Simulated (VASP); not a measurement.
Input of a VASP 6.6.1 run:

Contents of POSCAR:

```
SiC
1.0
    3.0751950076      0.0000000000      0.0000000000
   -1.5375975038      2.6631969982      0.0000000000
    0.0000000000      0.0000000000      4.8462401785
Si C
2 2
Direct
    0.3333333333      0.6666666667      0.0046028828
    0.6666666667      0.3333333333      0.5046028828
    0.3333333333      0.6666666667      0.3803971172
    0.6666666667      0.3333333333      0.8803971172
```

The input INCAR.step1:

```
SYSTEM = SiC
PREC = Accurate
ENCUT = 520
ISMEAR = 0
SIGMA = 0.05
LREAL = .FALSE.
LASPH = .TRUE.
NELM = 80
NBANDS = 16
GGA = PE
ALGO = Normal
EDIFF = 1E-4
LWAVE = .TRUE.
LCHARG = .FALSE.
```

File INCAR.step2:

```
SYSTEM = SiC
PREC = Accurate
ENCUT = 520
EDIFF = 1E-6
ISMEAR = 0
SIGMA = 0.05
LREAL = .FALSE.
LASPH = .TRUE.
NELM = 80
ALGO = Normal
ISIF = 2
LWAVE = .FALSE.
LCHARG = .TRUE.
METAGGA = R2SCAN
LMIXTAU = .TRUE.
LELF = .TRUE.
LVHAR = .TRUE.
NBANDS = 16
ISTART = 1
```

Contents of KPOINTS:

```
Automatic mesh
0
G
  12 12 6
  0 0 0
```

Potentials or basis: VASP PAW PBE potentials, release 64 (Si, C).

The run is started by

```bash
$ cat potpaw_PBE.64/Si/POTCAR potpaw_PBE.64/C/POTCAR > POTCAR
$ cp INCAR.step1 INCAR
$ mpirun -np 1 vasp_std > vasp.out
$ cp INCAR.step2 INCAR
$ mpirun -np 1 vasp_std > vasp.out
```

Q: Estimate the band gap on the k mesh.

A: 2.69 eV (least direct gap 4.17 eV).

Q: Predict the pressure.

A: 10.2 GPa.

Q: Predict the largest force.

A: 0.562 eV/Å.

Forces in eV/Å, atoms in the order of the input:
```
Si   0.000  0.000 -0.562
Si   0.000  0.000 -0.562
C    0.000  0.000  0.562
C    0.000  0.000  0.562
```

Caveat: the cell differs from its parent crystal (strain +0.000 along x and y, -0.040 along z); the stress differs along the axes, from 1 to 28 GPa; the PAW data sets were made with another functional, which shifts forces and pressure a little. A k mesh can miss the band edges.
